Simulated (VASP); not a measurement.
CdSe:

```
CELL_PARAMETERS angstrom
0.00000 3.06778 3.06778
3.06778 0.00000 3.06778
3.06778 3.06778 0.00000
ATOMIC_POSITIONS crystal
Cd 0.00000 0.00000 0.00000
Se 0.25000 0.25000 0.25000
```

Program: VASP 6.6.1. Alike in all runs: task single point; potentials or basis VASP PAW PBE potentials, release 64 (Cd, Se); no spin polarisation; cell as given; k mesh 4 × 4 × 4; cutoff (eV) 520; smearing gaussian 0.01 eV.

**Question.** Order these runs on this cell by their band gap on the k mesh, lowest first.
A. level r2SCAN50; share of exact exchange 0.5
B. level PBE-based screened hybrid with 20 % exact exchange; share of exact exchange 0.2; screening parameter 0.1 1/Å
C. level PBE-based screened hybrid with 30 % exact exchange; share of exact exchange 0.3; screening parameter 0.2078 1/Å

**Answer.** B (1.55 eV), C (1.71 eV), A (3.98 eV).

Caveats: all runs use coarse meshes; the structure was generated, so it needn't be the stable form of CdSe.
